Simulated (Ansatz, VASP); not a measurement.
## MoS2: VASP beside Ansatz

```xyz
3
Lattice="3.2275 0.0000 0.0000 -1.6137 2.7951 0.0000 0.0000 0.0000 6.3125" Properties=species:S:1:pos:R:3 pbc="T T T"
Mo    0.0000    0.0000    3.1562
S     0.0000    1.8634    1.6117
S     1.6137    0.9317    4.7008
```

Alike in both runs: task single point; functional PBEsol; k mesh 11 × 11 × 5; occupations methfessel-paxton of order 1, width 0.3 eV; no spin polarisation.

```csv
,VASP,Ansatz
version,VASP 6.6.1,Ansatz 0.2.0
potentials or method,"VASP PAW PBE potentials, release 64 (Mo_sv, S), cutoff 520 eV","plane waves, PAW"
valence electrons in the cell,26,26
```

```csv
,VASP,Ansatz,Ansatz less VASP
pressure (GPa),-3.4,-3.4,-0.01
"traceless stress, the component that is largest in VASP (GPa)",2.38,2.36,-0.019
rms of the force components (eV/Å),0.005,0.002,-0.0030
```

VASP's potentials were made for PBE, not for PBEsol. Atom by atom the forces differ by 0.003 eV/Å (rms over components).
